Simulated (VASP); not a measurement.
# Eu (P6_3/mmc) in VASP: notebook

The runs below take Eu through single point, with PBE.

Program: VASP 6.6.1. These are calculated values, not measurements. Logs are shortened: lines on timing, memory, paths and dates and some standing lists are left out, and cuts for length are marked.

### Step 1. The cell of the first run

The structure is hexagonal, space group P6_3/mmc (No. 194). The conventional cell has a = 3.309 Å, b = 3.309 Å, c = 5.249 Å, α = 90.00°, β = 90.00°, γ = 120.00°. Eu (site symmetry -6m2) has 12 Eu at 3.25 to 3.31 Å within 4.3 Å.

This isn't the form of Eu at room conditions, which is bcc.

### Step 2. Single point, PBE, collinear spin, ferromagnetic start

Contents of INCAR:

```
  PREC = Accurate
  ENCUT = 520
  EDIFF = 1E-6
  ISMEAR = -1
  SIGMA = 0.08
  LREAL = F
  LASPH = T
  NELM = 150
  ALGO = Normal
  ISIF = 2
  LWAVE = F
  LCHARG = F
  ISPIN = 2
  MAGMOM = 7 7
  LORBIT = 11
  LMAXMIX = 6
  GGA = PE
  NBANDS = 28
```

Contents of KPOINTS:

```
regular mesh
0
Gamma
  13 13 7
```

Contents of POSCAR:

```
Eu
1.0
    3.3091486981      0.0000000000      0.0000000000
   -1.6545743491      2.8658068374      0.0000000000
    0.0000000000      0.0000000000      5.2489453774
Eu
2
Direct
    0.3333333333      0.6666666667      0.2500000000
    0.6666666667      0.3333333333      0.7500000000
```

Potentials or basis: VASP PAW PBE potentials, release 64 (Eu).

On the command line:

```bash
cat potpaw_PBE.64/Eu/POTCAR > POTCAR
mpirun -np 1 vasp_std > vasp.out
```

OUTCAR:

```text
PREC = Accurate
   ENCUT = 520
   EDIFF = 1E-6
   ISMEAR = -1
   LREAL = F
   LASPH = T
   NELM = 150
   ISIF = 2
   ISPIN = 2
   LORBIT = 11
   GGA = PE

 ion  position               nearest neighbor table
   1  0.333  0.667  0.250-   2 3.25   2 3.25   2 3.25   2 3.25   2 3.25   2 3.25
   2  0.667  0.333  0.750-   1 3.25   1 3.25   1 3.25   1 3.25   1 3.25   1 3.25

  LATTYP: Found a hexagonal cell.
 ALAT       =     3.3091486981
 C/A-ratio  =     1.5861920561

  Lattice vectors:

 A1 = (   3.3091486981,   0.0000000000,   0.0000000000)
 A2 = (  -1.6545743491,   2.8658068374,   0.0000000000)
 A3 = (   0.0000000000,   0.0000000000,   5.2489453774)

Analysis of symmetry for initial positions (statically):
=====================================================================
 Subroutine PRICEL returns:
 Original cell was already a primitive cell.

 Routine SETGRP: Setting up the symmetry group for a
 hexagonal supercell.

 Subroutine GETGRP returns: Found 24 space group operations
 (whereof 12 operations were pure point group operations)
 out of a pool of 24 trial point group operations.

The static configuration has the point symmetry D_3d.
 The point group associated with its full space group is D_6h.

Analysis of symmetry for dynamics (positions and initial velocities):
=====================================================================
 Subroutine PRICEL returns:
 Original cell was already a primitive cell.

 Routine SETGRP: Setting up the symmetry group for a
 hexagonal supercell.

 Subroutine GETGRP returns: Found 24 space group operations
 (whereof 12 operations were pure point group operations)
 out of a pool of 24 trial point group operations.

The dynamic configuration has the point symmetry D_3d.
 The point group associated with its full space group is D_6h.

Analysis of structural, dynamic, and magnetic symmetry:
=====================================================================
 Subroutine PRICEL returns:
 Original cell was already a primitive cell.

 Routine SETGRP: Setting up the symmetry group for a
 hexagonal supercell.

 Subroutine GETGRP returns: Found 24 space group operations
 (whereof 12 operations were pure point group operations)
 out of a pool of 24 trial point group operations.

The overall configuration has the point symmetry D_3d.
 The point group associated with its full space group is D_6h.

 Subroutine INISYM returns: Found 24 space group operations
 (whereof 12 operations are pure point group operations),
 and found     1 'primitive' translations

----------------------------------------------------------------------------------------

                                     Primitive cell

  volume of cell :      49.7777

  direct lattice vectors                    reciprocal lattice vectors
     3.309148698  0.000000000  0.000000000     0.302192525  0.174470936  0.000000000
    -1.654574349  2.865806837  0.000000000     0.000000000  0.348941871  0.000000000
     0.000000000  0.000000000  5.248945377     0.000000000  0.000000000  0.190514461

  length of vectors
     3.309148698  3.309148698  5.248945377     0.348941871  0.348941871  0.190514461

  position of ions in fractional coordinates (direct lattice)
     0.333333333  0.666666667  0.250000000
     0.666666667  0.333333333  0.750000000

  ion indices of the primitive-cell ions
   primitive index   ion index
                 1           1
                 2           2

----------------------------------------------------------------------------------------

 KPOINTS: regular mesh

Automatic generation of k-mesh.
 Grid dimensions read from file:
 generate k-points for:   13   13    7

 Generating k-lattice:

  Cartesian coordinates                     Fractional coordinates (reciprocal lattice)
     0.023245579  0.013420841  0.000000000     0.076923077  0.000000000  0.000000000
     0.000000000  0.026841682  0.000000000     0.000000000  0.076923077  0.000000000
     0.000000000  0.000000000  0.027216352     0.000000000  0.000000000  0.142857143

  Length of vectors
     0.026841682  0.026841682  0.027216352

  Shift w.r.t. Gamma in fractional coordinates (k-lattice)
     0.000000000  0.000000000  0.000000000

 Subroutine IBZKPT returns following result:
 ===========================================

 Found     84 irreducible k-points:

 Following reciprocal coordinates:
            Coordinates               Weight
  0.000000  0.000000  0.000000      1.000000
  0.076923  0.000000  0.000000      6.000000
  0.153846  0.000000  0.000000      6.000000
  0.230769  0.000000  0.000000      6.000000
  0.307692  0.000000  0.000000      6.000000
  0.384615  0.000000  0.000000      6.000000
[... 16 lines left out ...]
  0.076923  0.000000  0.142857     12.000000
  0.153846  0.000000  0.142857     12.000000
 [... further k-points ...]
   k-points           NKPTS =     84   k-points in BZ     NKDIM =     84   number of bands    NBANDS=     28
   number of dos      NEDOS =    301   number of ions     NIONS =      2
   total plane-waves  NPLWV =  31360
   dimension x,y,z NGX =    28 NGY =   28 NGZ =   40
   dimension x,y,z NGXF=    56 NGYF=   56 NGZF=   80
   ions per type =               2
   NGX,Y,Z   is equivalent  to a cutoff of  14.07, 14.07, 12.67 a.u.
   NGXF,Y,Z  is equivalent  to a cutoff of  28.13, 28.13, 25.34 a.u.
 SYSTEM =  unknown system
   PREC   = accura    normal or accurate (medium, high low for compatibility)
   ISTART =      0    job   : 0-new  1-cont  2-samecut
   ICHARG =      2    charge: 1-file 2-atom 10-const
   ISPIN  =      2    spin polarized calculation?
   LNONCOLLINEAR =      F non collinear calculations
   LSORBIT =      F    spin-orbit coupling
   LASPH  =      T    aspherical Exc in radial PAW
   ENCUT  =  520.0 eV  38.22 Ry    6.18 a.u.   6.15  6.15  9.76*2*pi/ulx,y,z
   NELM   =    150;   NELMIN=  2; NELMDL= -5     # of ELM steps
   EDIFF  = 0.1E-05   stopping-criterion for ELM
   LREAL  =      F    real-space projection
   EDIFFG = 0.1E-04   stopping-criterion for IOM
   NSW    =      0    number of steps for IOM
   IBRION =     -1    ionic relax: 0-MD 1-quasi-New 2-CG
   NFREE  =      0    steps in history (QN), initial steepest desc. (CG)
   ISIF   =      2    stress and relaxation
   ISYM   =      2    0-nonsym 1-usesym 2-fastsym
   POTIM  = 0.5000    time-step for ionic-motion
   TEBEG  =    0.0;   TEEND  =   0.0 temperature during run
   PSTRESS=    0.0 pullay stress
   NELECT =      34.0000    total number of electrons
   NUPDOWN=      -1.0000    fix difference up-down
   EMIN   =  10.00;   EMAX   =-10.00  energy-range for DOS
   EFERMI =   0.00;   METHOD = LEGACY
   ISMEAR =    -1;   SIGMA  =   0.08  broadening in eV -4-tet -1-fermi 0-gaus
   EFERMI_NEDOS =   21; number of points for ismear=-14 and -15
   IALGO  =     38    algorithm
   IMIX   =      4    mixing-type and parameters
     AMIX     =   0.40;   BMIX     =  1.00
     AMIX_MAG =   1.60;   BMIX_MAG =  1.00
  volume/ion in A,a.u.               =      24.89       167.96
  Fermi-wavevector in a.u.,A,eV,Ry     =   1.441748  2.724509 28.281581  2.078638
  Thomas-Fermi vector in A             =   2.560346
   LORBIT       =     11    0 simple, 1 ext, 2 COOP (PROOUT), +10 PAW based schemes
   GGA     = PE    functional components
   LHFCALC =     F    Hartree Fock is set to
   AEXX    =    0.0000 exact exchange contribution
   IVDW    =     0    specifies the selected vdW correction
   LEPSILON=     F    determine dielectric tensor
   LRPA    =     F    only Hartree local field effects (RPA)
 spin polarized calculation
  energy-cutoff  :      520.00
  volume of cell :       49.78
 maximum number of plane-waves:      1363
 NGX is ok and might be reduce to    28
   NGX = 13   NGY = 13   NGZ = 19

 number of electron      33.9999997 magnetization      14.4329784

 Free energy of the ion-electron system (eV)
  ---------------------------------------------------
  ext. energy  EPLUGINS =         0.00000000
  ---------------------------------------------------
  free energy    TOTEN  =       -21.73304228 eV

  energy without entropy =      -21.66576700  energy(sigma->0) =      -21.69940464

 E-fermi :   4.5066     XC(G=0): -11.2216

 val. band max:        4.4927352472   @ k =   0.3077   0.3077   0.4286
 cond. band min:       4.5066689103   @ k =   0.1538   0.0769   0.2857
 fundamental gap:      0.0139336631
 Fermi energy:         4.5066018755

 spin component 1

 k-point     1 :       0.0000    0.0000    0.0000
  band No.  band energies     occupation
      1     -37.0391      1.00000
      2     -36.7244      1.00000
      3     -16.8585      1.00000
      4     -15.0448      1.00000
      5     -15.0448      1.00000
      6     -14.7449      1.00000
[... 20 lines left out ...]
     27       6.8847      0.00000
     28       7.5520      0.00000
[... 683 lines left out ...]
 k-point    24 :       0.1538    0.0000    0.1429
  band No.  band energies     occupation
      1     -36.9746      1.00000
      2     -36.7187      1.00000
      3     -16.6414      1.00000
      4     -15.3697      1.00000
      5     -15.1787      1.00000
      6     -15.1366      1.00000
[... 20 lines left out ...]
     27       6.8204      0.00000
     28       7.0892      0.00000

 [... further k-points ...]

 spin component 2

 k-point     1 :       0.0000    0.0000    0.0000
  band No.  band energies     occupation
      1     -33.9969      1.00000
      2     -33.6230      1.00000
      3     -14.7504      1.00000
      4     -12.6911      1.00000
      5     -12.6911      1.00000
      6     -12.3571      1.00000
[... 20 lines left out ...]
     27       9.2407      0.00000
     28       9.3520      0.00000
[... 683 lines left out ...]
 k-point    24 :       0.1538    0.0000    0.1429
  band No.  band energies     occupation
      1     -33.9200      1.00000
      2     -33.6158      1.00000
      3     -14.5063      1.00000
      4     -13.0768      1.00000
      5     -12.8612      1.00000
      6     -12.8000      1.00000
[... 20 lines left out ...]
     27       9.2071      0.00000
     28       9.4265      0.00000

 [... further k-points ...]

------------------------ aborting loop because EDIFF is reached ----------------------------------------

  FORCE on cell =-STRESS in cart. coord.  units (eV):
  Direction    XX          YY          ZZ          XY          YZ          ZX
  --------------------------------------------------------------------------------------
  -------------------------------------------------------------------------------------
  Total        5.2630551      5.2630551      5.2776202     -0.0000000      0.0000000      0.0000000
  in kB      169.3999381    169.3999381    169.8687402     -0.0000000      0.0000000      0.0000000
  external PRESSURE =     169.5562055 kB  Pullay stress =       0.0000000 kB

 VOLUME and BASIS-vectors are now :
 -----------------------------------------------------------------------------
  energy-cutoff  :      520.00
  volume of cell :       49.78
      direct lattice vectors                 reciprocal lattice vectors
     3.309148698  0.000000000  0.000000000     0.302192525  0.174470936  0.000000000
    -1.654574349  2.865806837  0.000000000     0.000000000  0.348941871  0.000000000
     0.000000000  0.000000000  5.248945377     0.000000000  0.000000000  0.190514461

 POSITION                                       TOTAL-FORCE (eV/Angst)
 -----------------------------------------------------------------------------------
     -0.00000      1.91054      1.31224        -0.000000      0.000000      0.000000
      1.65457      0.95527      3.93671         0.000000     -0.000000      0.000000
 -----------------------------------------------------------------------------------
    total drift:                               -0.000000      0.000000     -0.000000

  FREE ENERGIE OF THE ION-ELECTRON SYSTEM (eV)
  ---------------------------------------------------
  free  energy   TOTEN  =       -21.7330422788 eV

  energy  without entropy=      -21.6657669980  energy(sigma->0) =      -21.69940464

 total charge

# of ion       s       p       d       f       tot
--------------------------------------------------
    1        2.115   5.661   0.682   6.506  14.964
    2        2.115   5.661   0.682   6.506  14.964
--------------------------------------------------
tot          4.230  11.322   1.365  13.011  29.928

 magnetization (x)

# of ion       s       p       d       f       tot
--------------------------------------------------
    1        0.015  -0.068   0.237   6.481   6.664
    2        0.015  -0.068   0.237   6.481   6.664
--------------------------------------------------
tot          0.029  -0.137   0.475  12.961  13.328
```

Wall time 3.9 min (1 thread of Intel Xeon 6975P-C (Granite Rapids), shared host); peak memory 0.33 GiB.

Results:

- Free energy: -21.7330 eV
- Pressure: 17.0 GPa
- Net moment: 14.43 μB per cell
- Site moments: Eu +6.66 μB
- Valence electrons inside the program's atomic spheres: Eu 14.96

Levels at points of the mesh, in eV from the Fermi level:
Spin up:
| k point | band 21 | band 22 | band 23 | band 24 | band 25 | band 26 | band 27 | band 28 |
| --- | --- | --- | --- | --- | --- | --- | --- | --- |
| (0.00, 0.00, 0.00) | -0.47 | -0.47 | -0.34 | -0.33 | 2.05 | 2.05 | 2.38 | 3.05 |
Spin down:
```tsv
k point	band 8	band 9	band 10	band 11	band 12	band 13
(0.00, 0.00, 0.00)	-16.79	-3.50	-1.38	2.91	2.95	2.95
```

Caveat: the cell stands under pressure; spin-orbit coupling is left out, which moves the levels of the heavy elements; semilocal functionals describe open f shells poorly, which spoils levels, moments and volumes. The state reached can hang on the start; a lower one may exist.

### Step 3. Single point, PBE, collinear spin, ferromagnetic start

This run uses another cell than the first one, of 24.94 Å³/atom.

Contents of INCAR:

```
PREC = Accurate
ENCUT = 520
EDIFF = 1E-6
ISMEAR = -1
SIGMA = 0.08
LREAL = F
LASPH = T
NELM = 150
ALGO = Normal
ISIF = 2
LWAVE = F
LCHARG = T
ISPIN = 2
MAGMOM = 7 7
LORBIT = 11
LMAXMIX = 6
GGA = PE
LELF = T
LVHAR = T
NBANDS = 28
```

KPOINTS is that of step 2.

Contents of POSCAR:

```
Eu
1.0
    3.3112023229      0.0000000000      0.0000000000
   -1.6556011615      2.8675853287      0.0000000000
    0.0000000000      0.0000000000      5.2533737789
Eu
2
Direct
    0.3333333333      0.6666666667      0.2500000000
    0.6666666667      0.3333333333      0.7500000000
```

Potentials or basis: VASP PAW PBE potentials, release 64 (Eu).

On the command line:

```bash
cat potpaw_PBE.64/Eu/POTCAR > POTCAR
mpirun -np 1 vasp_std > vasp.out
```

It took 3.9 min on 1 thread of Intel Xeon 6975P-C (Granite Rapids), shared host; peak memory 0.32 GiB.

The run converged. Its results:

- Free energy: -21.7441 eV
- Pressure: 16.8 GPa
- Net moment: 14.44 μB per cell
- Site moments: Eu +6.66 μB
- Valence electrons inside the program's atomic spheres: Eu 14.96

Levels at points of the mesh, in eV from the Fermi level:
Spin up:
```csv
k point,band 21,band 22,band 23,band 24,band 25,band 26,band 27,band 28
"(0.00, 0.00, 0.00)",-0.47,-0.47,-0.34,-0.33,2.05,2.05,2.37,3.04
```
Spin down:
| k point | band 8 | band 9 | band 10 | band 11 | band 12 | band 13 |
| --- | --- | --- | --- | --- | --- | --- |
| (0.00, 0.00, 0.00) | -16.79 | -3.50 | -1.37 | 2.91 | 2.95 | 2.95 |

Caveat: the cell stands under pressure; spin-orbit coupling is left out, which moves the levels of the heavy elements; semilocal functionals describe open f shells poorly, which spoils levels, moments and volumes.
